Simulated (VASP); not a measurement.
Write the native input for VASP 6.6.1 that does the following.

```yaml
Task: single point
Functional: PBE
Potentials_or_basis: VASP PAW PBE potentials, release 64 (Ti_sv)
Cutoff: 520 eV
k_mesh: 18 × 18 × 18
Occupations: gaussian, width 0.1 eV
Spin: no spin polarisation
Dipole_correction: no
Further_INCAR_settings: ALGO = Normal; EDIFF = 1e-07; NBANDS = 12
```

The structure of Ti lies in POSCAR:

```
Ti
1.0
   -1.6277954269      1.6277954269      1.6277954269
    1.6277954269     -1.6277954269      1.6277954269
    1.6277954269      1.6277954269     -1.6277954269
Ti
1
Direct
    0.0000000000      0.0000000000      0.0000000000
```

These files were run (other wordings do the same):

INCAR

```
PREC = Accurate
ENCUT = 520
EDIFF = 1E-7
ISMEAR = 0
SIGMA = 0.1
LREAL = F
LASPH = T
NELM = 60
ALGO = Normal
ISIF = 2
LWAVE = F
LCHARG = F
GGA = PE
NBANDS = 12
```

KPOINTS

```
Automatic mesh
0
Gamma
  18 18 18
```

Potentials or basis: VASP PAW PBE potentials, release 64 (Ti_sv).

Run with:

```sh
$ cat potpaw_PBE.64/Ti_sv/POTCAR > POTCAR
$ mpirun -np 1 vasp_std > vasp.out
```

Results of the run:

- Pressure: -0.3 GPa
- Band gap on the k mesh: zero (band 6 reaches 9.15 eV, above the bottom of band 7 at 7.56 eV)

Wall time 27 s on 1 thread of Intel Xeon 6975P-C, with other jobs on the host, peak memory 0.17 GiB.
